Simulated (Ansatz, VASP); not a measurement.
TiO2: VASP beside Ansatz

```
CELL_PARAMETERS angstrom
4.64332 0.00000 0.00000
0.00000 4.64332 0.00000
0.00000 0.00000 2.96387
ATOMIC_POSITIONS crystal
Ti 0.50000 0.50000 0.00000
Ti 0.00000 0.00000 0.50000
O 0.69487 0.69487 0.50000
O 0.80513 0.19487 0.00000
O 0.19487 0.80513 0.00000
O 0.30513 0.30513 0.50000
```

Alike in both runs: functional PBE; k mesh 6 × 6 × 10; occupations gaussian, width 0.02 eV; no spin polarisation.

Ansatz relaxed the structure, and its values are those at the end. VASP's run is a single point on that final structure, the one shown.

|  | VASP | Ansatz |
| --- | --- | --- |
| version | VASP 6.6.1 | Ansatz 0.2.0 |
| potentials or method | VASP PAW PBE potentials, release 64 (Ti_sv, O), cutoff 520 eV | scalar-relativistic, plane waves, PAW |
| valence electrons in the cell | 48 | 48 |

|  | VASP | Ansatz | Ansatz less VASP |
| --- | --- | --- | --- |
| gap on the k mesh at the Fermi level (eV) | 1.84 | 1.86 | +0.024 |
| least direct gap on the mesh (eV) | 1.84 | 1.86 | +0.024 |
| pressure (GPa) | 0.7 | 0.0 | -0.65 |
| rms of the force components (eV/Å) | 0.014 | 0.000 | -0.0136 |
